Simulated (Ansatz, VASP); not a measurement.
**One calculation of Li2S, two programs**

INCAR

```
ALGO     = Normal         # electronic algorithm
EDIFF    = 1E-6           # SCF threshold, eV
ENCUT    = 750            # plane-wave cutoff, eV
GGA      = RE             # functional
GGA_COMPAT= False        
ISIF     = 2              # what is computed and relaxed
ISMEAR   = 0              # smearing method
IVDW     = 12             # dispersion correction
LASPH    = True           # aspherical terms in the spheres
LCHARG   = False          # write CHGCAR
LREAL    = False          # projectors in reciprocal space
LWAVE    = False          # write WAVECAR
NBANDS   = 13             # bands
NELM     = 120            # most SCF steps
PREC     = Accurate       # precision mode
SIGMA    = 0.05           # smearing width, eV
```

The input KPOINTS:

```
k-points
0
Gamma
  8 8 8
```

File POSCAR:

```
Li2S
1.0
    0.0000000000      2.8258381974      2.8258381974
    2.8258381974      0.0000000000      2.8258381974
    2.8258381974      2.8258381974      0.0000000000
Li S
2 1
Direct
    0.2500000000      0.2500000000      0.2500000000
    0.7500000000      0.7500000000      0.7500000000
    0.0000000000      0.0000000000      0.0000000000
```

Input for Ansatz:

```yaml
crystal:
  lattice:
    - [0.0, 2.8258381974, 2.8258381974]
    - [2.8258381974, 0.0, 2.8258381974]
    - [2.8258381974, 2.8258381974, 0.0]
  atoms:
    - { symbol: Li, position: [0.25, 0.25, 0.25] }
    - { symbol: Li, position: [0.75, 0.75, 0.75] }
    - { symbol: S, position: [0.0, 0.0, 0.0] }
basis:
  ecutwfc: 420
  ecutrho_ratio: 4
kpoints:
  mp_grid: { grid: [8, 8, 8] }
hamiltonian:
  xc: revpbe
  dispersion: d3bj
scf:
  occupations: { method: gaussian, width: 0.05 }
output:
  forces: true
  stress: true
  eigenvalues: true
```

Alike in both runs: task single point; functional revPBE; dispersion D3(BJ); k mesh 8 × 8 × 8; occupations gaussian, width 0.05 eV; no spin polarisation.

|  | VASP | Ansatz |
| --- | --- | --- |
| version | VASP 6.6.1 | Ansatz 0.2.0 |
| potentials or method | VASP PAW PBE potentials, release 64 (Li_sv, S), cutoff 750 eV | scalar-relativistic, plane waves, PAW |
| valence electrons in the cell | 12 | 12 |

|  | VASP | Ansatz | Ansatz less VASP |
| --- | --- | --- | --- |
| gap on the k mesh at the Fermi level (eV) | 3.49 | 3.49 | +0.004 |
| least direct gap on the mesh (eV) | 4.53 | 4.53 | -0.003 |
| pressure (GPa) | -3.6 | -3.4 | +0.17 |

VASP's potentials were made for PBE, not for revPBE.
